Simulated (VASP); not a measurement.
Here is a VASP 6.6.1 calculation.

The input INCAR:

```
SYSTEM = TaN
PREC = Accurate
ENCUT = 600
EDIFF = 1E-6
ISMEAR = -1
SIGMA = 0.05
LREAL = .False.
LASPH = .True.
NELM = 120
ALGO = Normal
ISIF = 2
LWAVE = .False.
LCHARG = .False.
NBANDS = 36
GGA_COMPAT = .False.
```

Contents of KPOINTS:

```
Automatic mesh
0
Gamma
  6 6 9
  0 0 0
```

POSCAR

```
TaN
1.0
    5.1507094241      0.0000000000      0.0000000000
   -2.5753547121      4.4606452088      0.0000000000
    0.0000000000      0.0000000000      2.8738980031
Ta N
3 3
Direct
    0.0000000000      0.0000000000      0.0000000000
    0.6666666667      0.3333333333      0.5000000000
    0.3333333333      0.6666666667      0.5000000000
    0.0000000000      0.3933415987      0.0000000000
    0.6066584013      0.6066584013      0.0000000000
    0.3933415987      0.0000000000      0.0000000000
```

Potentials or basis: VASP PAW LDA potentials, release 64 (Ta_sv_GW, N).

The run is started by

```console
$ cat potpaw_LDA.64/Ta_sv_GW/POTCAR potpaw_LDA.64/N/POTCAR > POTCAR
$ mpirun -np 1 vasp_std > vasp.out
```

(1) Estimate the band gap on the k mesh.

(2) Predict the largest force.

## Answers

(1) zero (bands 27 and 28 overlap by 3.27 eV).

(2) 0.016 eV/Å.

Caveat: spin-orbit coupling is left out, which moves the levels of the heavy elements.
